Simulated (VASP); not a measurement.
# ZnO (P6_3mc) in VASP: notebook

The runs below take ZnO through single point, with RPBE+D4.

All numbers are computed with VASP 6.6.1; they aren't measurements. Logs are shortened: lines on timing, memory, paths and dates and some standing lists are left out, and cuts for length are marked.

## (1) The cell of the first run

The structure is hexagonal, space group P6_3mc (No. 186). Conventional cell: a = 3.255 Å, b = 3.255 Å, c = 5.249 Å, α = 90.00°, β = 90.00°, γ = 120.00°. Within 2.6 Å of Zn (site symmetry 3m) lie 4 O at 1.98 to 1.99 Å. Within 2.6 Å of O (site symmetry 3m) lie 4 Zn at 1.98 to 1.99 Å.

## (2) Single point, RPBE+D4 (12.04 Å³/atom)

INCAR reads:

```
SYSTEM = ZnO
ALGO = Normal
EDIFF = 1E-6
ENCUT = 910
GGA = RP
GGA_COMPAT = .False.
ISIF = 2
ISMEAR = 0
IVDW = 13
LASPH = .True.
LCHARG = .False.
LREAL = .False.
LWAVE = .False.
NBANDS = 26
NELM = 120
PREC = Accurate
SIGMA = 0.05
```

KPOINTS reads:

```
k-points
0
Gamma
  8 8 6
  0 0 0
```

POSCAR reads:

```
ZnO
1.0
    3.2554257489      0.0000000000      0.0000000000
   -1.6277128744      2.8192813987      0.0000000000
    0.0000000000      0.0000000000      5.2493192708
Zn O
2 2
Direct
    0.3333333333      0.6666666667      0.0014489168
    0.6666666667      0.3333333333      0.5014489168
    0.3333333333      0.6666666667      0.3806510832
    0.6666666667      0.3333333333      0.8806510832
```

Potentials or basis: VASP PAW PBE potentials, release 64 (Zn, O_h).

Launch:

```
$ cat potpaw_PBE.64/Zn/POTCAR potpaw_PBE.64/O_h/POTCAR > POTCAR
$ mpirun -np 1 vasp_std > vasp.out
```

OUTCAR:

```text
SYSTEM = ZnO
   EDIFF = 1E-6
   ENCUT = 910
   GGA = RP
   ISIF = 2
   ISMEAR = 0
   IVDW = 13
   LASPH = .True.
   LREAL = .False.
   NELM = 120
   PREC = Accurate

 ion  position               nearest neighbor table
   1  0.333  0.667  0.001-   4 1.98   4 1.98   4 1.98   3 1.99
   2  0.667  0.333  0.501-   3 1.98   3 1.98   3 1.98   4 1.99
   3  0.333  0.667  0.381-   2 1.98   2 1.98   2 1.98   1 1.99
   4  0.667  0.333  0.881-   1 1.98   1 1.98   1 1.98   2 1.99

  LATTYP: Found a hexagonal cell.
 ALAT       =     3.2554257489
 C/A-ratio  =     1.6124831821

  Lattice vectors:

 A1 = (   3.2554257489,   0.0000000000,   0.0000000000)
 A2 = (  -1.6277128744,   2.8192813987,   0.0000000000)
 A3 = (   0.0000000000,   0.0000000000,   5.2493192708)

Analysis of symmetry for initial positions (statically):
=====================================================================
 Subroutine PRICEL returns:
 Original cell was already a primitive cell.

 Routine SETGRP: Setting up the symmetry group for a
 hexagonal supercell.

 Subroutine GETGRP returns: Found 12 space group operations
 (whereof  6 operations were pure point group operations)
 out of a pool of 24 trial point group operations.

The static configuration has the point symmetry C_3v.
 The point group associated with its full space group is C_6v.

Analysis of symmetry for dynamics (positions and initial velocities):
=====================================================================
 Subroutine PRICEL returns:
 Original cell was already a primitive cell.

 Routine SETGRP: Setting up the symmetry group for a
 hexagonal supercell.

 Subroutine GETGRP returns: Found 12 space group operations
 (whereof  6 operations were pure point group operations)
 out of a pool of 24 trial point group operations.

The dynamic configuration has the point symmetry C_3v.
 The point group associated with its full space group is C_6v.

 Subroutine INISYM returns: Found 12 space group operations
 (whereof  6 operations are pure point group operations),
 and found     1 'primitive' translations

----------------------------------------------------------------------------------------

                                     Primitive cell

  volume of cell :      48.1780

  direct lattice vectors                    reciprocal lattice vectors
     3.255425749  0.000000000  0.000000000     0.307179483  0.177350157  0.000000000
    -1.627712874  2.819281399  0.000000000     0.000000000  0.354700315  0.000000000
     0.000000000  0.000000000  5.249319271     0.000000000  0.000000000  0.190500891

  length of vectors
     3.255425749  3.255425749  5.249319271     0.354700315  0.354700315  0.190500891

  position of ions in fractional coordinates (direct lattice)
     0.333333333  0.666666667  0.001448917
     0.666666667  0.333333333  0.501448917
     0.333333333  0.666666667  0.380651083
     0.666666667  0.333333333  0.880651083

  ion indices of the primitive-cell ions
   primitive index   ion index
                 1           1
                 2           2
                 3           3
                 4           4

----------------------------------------------------------------------------------------

 KPOINTS: k-points

Automatic generation of k-mesh.
 Grid dimensions read from file:
 generate k-points for:    8    8    6

 Generating k-lattice:

  Cartesian coordinates                     Fractional coordinates (reciprocal lattice)
     0.038397435  0.022168770  0.000000000     0.125000000  0.000000000  0.000000000
     0.000000000  0.044337539  0.000000000     0.000000000  0.125000000  0.000000000
     0.000000000  0.000000000  0.031750149     0.000000000  0.000000000  0.166666667

  Length of vectors
     0.044337539  0.044337539  0.031750149

  Shift w.r.t. Gamma in fractional coordinates (k-lattice)
     0.000000000  0.000000000  0.000000000

 Subroutine IBZKPT returns following result:
 ===========================================

 Found     40 irreducible k-points:

 Following reciprocal coordinates:
            Coordinates               Weight
  0.000000  0.000000  0.000000      1.000000
  0.125000  0.000000  0.000000      6.000000
  0.250000  0.000000  0.000000      6.000000
  0.375000  0.000000  0.000000      6.000000
  0.500000  0.000000  0.000000      3.000000
  0.125000  0.125000  0.000000      6.000000
[... 16 lines left out ...]
  0.250000  0.000000  0.333333     12.000000
  0.375000  0.000000  0.333333     12.000000
 [... further k-points ...]
   k-points           NKPTS =     40   k-points in BZ     NKDIM =     40   number of bands    NBANDS=     26
   number of dos      NEDOS =    301   number of ions     NIONS =      4
   total plane-waves  NPLWV =  55296
   dimension x,y,z NGX =    32 NGY =   32 NGZ =   54
   dimension x,y,z NGXF=    64 NGYF=   64 NGZF=  108
   ions per type =               2   2
   NGX,Y,Z   is equivalent  to a cutoff of  16.34, 16.34, 17.10 a.u.
   NGXF,Y,Z  is equivalent  to a cutoff of  32.68, 32.68, 34.20 a.u.
 SYSTEM =  ZnO
   PREC   = accura    normal or accurate (medium, high low for compatibility)
   ISTART =      0    job   : 0-new  1-cont  2-samecut
   ICHARG =      2    charge: 1-file 2-atom 10-const
   ISPIN  =      1    spin polarized calculation?
   LNONCOLLINEAR =      F non collinear calculations
   LSORBIT =      F    spin-orbit coupling
   LASPH  =      T    aspherical Exc in radial PAW
   ENCUT  =  910.0 eV  66.88 Ry    8.18 a.u.   8.01  8.01 12.91*2*pi/ulx,y,z
   NELM   =    120;   NELMIN=  2; NELMDL= -5     # of ELM steps
   EDIFF  = 0.1E-05   stopping-criterion for ELM
   LREAL  =      F    real-space projection
   EDIFFG = 0.1E-04   stopping-criterion for IOM
   NSW    =      0    number of steps for IOM
   IBRION =     -1    ionic relax: 0-MD 1-quasi-New 2-CG
   NFREE  =      0    steps in history (QN), initial steepest desc. (CG)
   ISIF   =      2    stress and relaxation
   ISYM   =      2    0-nonsym 1-usesym 2-fastsym
   POTIM  = 0.5000    time-step for ionic-motion
   TEBEG  =    0.0;   TEEND  =   0.0 temperature during run
   PSTRESS=    0.0 pullay stress
   NELECT =      36.0000    total number of electrons
   NUPDOWN=      -1.0000    fix difference up-down
   EMIN   =  10.00;   EMAX   =-10.00  energy-range for DOS
   EFERMI =   0.00;   METHOD = LEGACY
   ISMEAR =     0;   SIGMA  =   0.05  broadening in eV -4-tet -1-fermi 0-gaus
   EFERMI_NEDOS =   21; number of points for ismear=-14 and -15
   IALGO  =     38    algorithm
   IMIX   =      4    mixing-type and parameters
     AMIX     =   0.40;   BMIX     =  1.00
     AMIX_MAG =   1.60;   BMIX_MAG =  1.00
  volume/ion in A,a.u.               =      12.04        81.28
  Fermi-wavevector in a.u.,A,eV,Ry     =   1.485568  2.807317 30.026873  2.206913
  Thomas-Fermi vector in A             =   2.598964
   LORBIT       =      0    0 simple, 1 ext, 2 COOP (PROOUT), +10 PAW based schemes
   GGA     = RP    functional components
   LHFCALC =     F    Hartree Fock is set to
   AEXX    =    0.0000 exact exchange contribution
   IVDW    =    13    specifies the selected vdW correction
   LEPSILON=     F    determine dielectric tensor
   LRPA    =     F    only Hartree local field effects (RPA)
 non-spin polarized calculation
 Gauss-broadening in eV      SIGMA  =   0.05
  energy-cutoff  :      910.00
  volume of cell :       48.18
 maximum number of plane-waves:      3024
   NGX = 17   NGY = 17   NGZ = 25

 number of electron      36.0000001 magnetization

 Free energy of the ion-electron system (eV)
  ---------------------------------------------------
  ext. energy  EPLUGINS =         0.00000000
  ---------------------------------------------------
  free energy    TOTEN  =       -16.30614964 eV

  energy without entropy =      -16.30614964  energy(sigma->0) =      -16.30614964

 E-fermi :   1.8443     XC(G=0): -10.5907

 val. band max:        1.5978822709   @ k =   0.0000   0.0000   0.0000
 cond. band min:       2.4539509090   @ k =   0.0000   0.0000   0.0000
 fundamental gap:      0.8560686381
 Fermi energy:         1.8442852625

 k-point     1 :       0.0000    0.0000    0.0000
  band No.  band energies     occupation
      1     -16.4847      2.00000
      2     -15.7980      2.00000
      3      -4.0272      2.00000
      4      -4.0272      2.00000
      5      -3.9829      2.00000
      6      -3.9174      2.00000
[... 18 lines left out ...]
     25      15.7787      0.00000
     26      15.7787      0.00000

 k-point     2 :       0.1250    0.0000    0.0000
  band No.  band energies     occupation
      1     -16.4036      2.00000
      2     -15.7623      2.00000
      3      -4.1148      2.00000
      4      -3.9796      2.00000
      5      -3.9362      2.00000
      6      -3.8581      2.00000
[... 18 lines left out ...]
     25      15.7941      0.00000
     26      15.9346      0.00000

 k-point     3 :       0.2500    0.0000    0.0000
  band No.  band energies     occupation
      1     -16.1950      2.00000
      2     -15.6826      2.00000
      3      -4.2648      2.00000
      4      -3.9362      2.00000
      5      -3.8761      2.00000
      6      -3.7528      2.00000
[... 18 lines left out ...]
     25      15.0041      0.00000
     26      15.8185      0.00000

 k-point     4 :       0.3750    0.0000    0.0000
  band No.  band energies     occupation
      1     -15.9549      2.00000
      2     -15.6244      2.00000
      3      -4.3003      2.00000
      4      -3.9824      2.00000
      5      -3.7983      2.00000
      6      -3.5427      2.00000
[... 18 lines left out ...]
     25      14.9777      0.00000
     26      15.7642      0.00000
[... 496 lines left out ...]
      1     -16.2482      2.00000
      2     -15.9274      2.00000
      3      -4.2222      2.00000
      4      -4.1939      2.00000
      5      -3.9442      2.00000
      6      -3.9368      2.00000
[... 18 lines left out ...]
     25      14.7569      0.00000
     26      15.3082      0.00000

 k-point    23 :       0.2500    0.0000    0.3333
  band No.  band energies     occupation
      1     -16.0674      2.00000
      2     -15.8108      2.00000
      3      -4.3511      2.00000
      4      -4.2337      2.00000
      5      -3.8197      2.00000
      6      -3.7942      2.00000
[... 18 lines left out ...]
     25      15.0460      0.00000
     26      15.4283      0.00000

 k-point    24 :       0.3750    0.0000    0.3333
  band No.  band energies     occupation
      1     -15.8682      2.00000
      2     -15.7026      2.00000
      3      -4.3998      2.00000
      4      -4.2749      2.00000
      5      -3.7087      2.00000
      6      -3.6016      2.00000
[... 18 lines left out ...]
     25      15.1245      0.00000
     26      15.5211      0.00000

 [... further k-points ...]

------------------------ aborting loop because EDIFF is reached ----------------------------------------

  DFT-D4 for vdW energy calculation

  Edisp (eV):   -2.00833

  FORCE on cell =-STRESS in cart. coord.  units (eV):
  Direction    XX          YY          ZZ          XY          YZ          ZX
  --------------------------------------------------------------------------------------
  -------------------------------------------------------------------------------------
  Total       0.31018     0.31018     0.32592     0.00000     0.00000     0.00000
  in kB      10.31500    10.31500    10.83870     0.00000     0.00000     0.00000
  external pressure =       10.49 kB  Pullay stress =        0.00 kB

 VOLUME and BASIS-vectors are now :
 -----------------------------------------------------------------------------
  energy-cutoff  :      910.00
  volume of cell :       48.18
      direct lattice vectors                 reciprocal lattice vectors
     3.255425749  0.000000000  0.000000000     0.307179483  0.177350157  0.000000000
    -1.627712874  2.819281399  0.000000000     0.000000000  0.354700315  0.000000000
     0.000000000  0.000000000  5.249319271     0.000000000  0.000000000  0.190500891

 POSITION                                       TOTAL-FORCE (eV/Angst)
 -----------------------------------------------------------------------------------
     -0.00000      1.87952      0.00761         0.000000     -0.000000     -0.003769
      1.62771      0.93976      2.63227        -0.000000      0.000000     -0.003769
     -0.00000      1.87952      1.99816         0.000000      0.000000      0.003769
      1.62771      0.93976      4.62282         0.000000     -0.000000      0.003769
 -----------------------------------------------------------------------------------
    total drift:                               -0.000000     -0.000000     -0.000237

  FREE ENERGIE OF THE ION-ELECTRON SYSTEM (eV)
  ---------------------------------------------------
  free  energy   TOTEN  =       -18.3144754649 eV

  energy  without entropy=      -18.3144754649  energy(sigma->0) =      -18.31447546
```

It took 62 s on 1 thread of AMD EPYC 9R45 (Zen 5), shared host; peak memory 0.25 GiB.

What came out:

```
Free energy                : -18.3145 eV
Pressure                   : 1.0 GPa
Largest force              : 0.004 eV/Å
Band gap on the k mesh     : 0.86 eV
Dispersion energy per atom : -0.502 eV
```

Forces in eV/Å, atoms in the order of the input:
```
Zn   0.000  0.000 -0.004
Zn   0.000  0.000 -0.004
O    0.000  0.000  0.004
O    0.000  0.000  0.004
```

Levels at points of the mesh, in eV from the valence-band top:
| k point | band 14 | band 15 | band 16 | band 17 | band 18 | band 19 | band 20 | band 21 | band 22 | band 23 |
| --- | --- | --- | --- | --- | --- | --- | --- | --- | --- | --- |
| (0.00, 0.00, 0.00) | -0.78 | -0.78 | -0.08 | 0.00 | 0.00 | 0.86 | 5.28 | 8.27 | 12.95 | 12.95 |
| (0.50, 0.00, 0.00) | -3.49 | -2.77 | -2.21 | -1.26 | -0.82 | 5.81 | 6.98 | 7.68 | 8.52 | 10.63 |
| (0.00, 0.00, 0.50) | -2.22 | -0.38 | -0.38 | -0.38 | -0.38 | 3.50 | 3.50 | 10.13 | 10.13 | 13.23 |
| (0.50, 0.00, 0.50) | -3.71 | -1.48 | -1.48 | -1.35 | -1.35 | 5.80 | 5.80 | 8.46 | 8.46 | 11.36 |

Caveat: the cutoff is under 1.25 times the usual one of these potentials, so pressure, stress and relaxed cells hold a basis-set (Pulay) error; the PAW data sets were made with another functional, which shifts forces and pressure a little. Expect the measured gap to be larger: semilocal functionals such as RPBE lack the derivative discontinuity.

## (3) Single point, RPBE+D4 (12.31 Å³/atom)

This run uses another cell than the first one, of 12.31 Å³/atom.

INCAR reads:

```
SYSTEM = ZnO
PREC = Accurate
ENCUT = 910
EDIFF = 1E-6
ISMEAR = 0
SIGMA = 0.05
LREAL = .False.
LASPH = .True.
NELM = 120
ALGO = Normal
ISIF = 2
LWAVE = .False.
LCHARG = .False.
GGA = RP
IVDW = 13
NBANDS = 26
GGA_COMPAT = .False.
```

KPOINTS reads:

```
Automatic mesh
0
Gamma
  8 8 6
  0 0 0
```

POSCAR reads:

```
ZnO
1.0
    3.2787321532      0.0000000000      0.0000000000
   -1.6393660766      2.8394653369      0.0000000000
    0.0000000000      0.0000000000      5.2869004558
Zn O
2 2
Direct
    0.3333333333      0.6666666667      0.0014489168
    0.6666666667      0.3333333333      0.5014489168
    0.3333333333      0.6666666667      0.3806510832
    0.6666666667      0.3333333333      0.8806510832
```

Potentials or basis: VASP PAW PBE potentials, release 64 (Zn, O_h).

Launch:

```
$ cat potpaw_PBE.64/Zn/POTCAR potpaw_PBE.64/O_h/POTCAR > POTCAR
$ mpirun -np 1 vasp_std > vasp.out
```

Run time: 55 s. Hardware: 1 thread of Intel Xeon 6975P-C (Granite Rapids), shared host; peak memory 0.27 GiB.

It converged, with:

- Free energy: -18.3141 eV
- Pressure: -1.6 GPa
- Largest force: 0.005 eV/Å
- Band gap on the k mesh: 0.83 eV
- Dispersion energy per atom: -0.490 eV

Forces in eV/Å, atoms in the order of the input:
```
Zn   0.000  0.000 -0.005
Zn   0.000  0.000 -0.005
O    0.000  0.000  0.005
O    0.000  0.000  0.005
```

Levels at points of the mesh, in eV from the valence-band top:
```csv
k point,band 16,band 17,band 18,band 19,band 20,band 21
"(0.00, 0.00, 0.00)",-0.08,0.00,0.00,0.83,5.20,8.20
"(0.50, 0.00, 0.00)",-2.14,-1.22,-0.79,5.72,6.96,7.66
"(0.00, 0.00, 0.50)",-0.37,-0.37,-0.37,3.45,3.45,10.05
"(0.50, 0.00, 0.50)",-1.43,-1.31,-1.31,5.76,5.76,8.34
```

Caveat: the cutoff is under 1.25 times the usual one of these potentials, so pressure, stress and relaxed cells hold a basis-set (Pulay) error; the PAW data sets were made with another functional, which shifts forces and pressure a little. RPBE gaps usually lie below the measured ones, often by a third to a half.
